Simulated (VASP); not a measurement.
Runs of VASP 6.6.1 on Na3Cl. The structure is that of space group P4/mmm (No. 123), or close to it. The cells are those of the table. 

| cell | gap on the mesh (eV) | pressure (GPa) | largest force (eV/Å) |
| --- | --- | --- | --- |
| a = 3.415, b = 3.415, c = 9.293 Å, 4 atoms | none | 1.1 | 0.16 |
| a = 3.555, b = 3.555, c = 9.673 Å, 4 atoms | none | (c) | (a) |
| a = 3.510, b = 3.510, c = 9.550 Å, 4 atoms | none | (b) | 0.05 |
| a = 3.532, b = 3.532, c = 9.612 Å, 4 atoms | none | -0.4 | 0.03 |
| a = 3.486, b = 3.486, c = 9.487 Å, 4 atoms | none | 0.1 | 0.07 |

Alike in all rows: task single point; level PBEsol; potentials or basis VASP PAW PBE potentials, release 64 (Cl, Na_pv); no spin polarisation; k mesh 8 × 8 × 3; cutoff (eV) 520; smearing fermi-dirac 0.05 eV.

Estimate the missing entries.

(a) 0.01; (b) -0.2; (c) -0.6.

Caveats: the PAW data sets were made with another functional, which shifts forces and pressure a little.

A gap of «none» marks levels without a gap at the run's occupations.
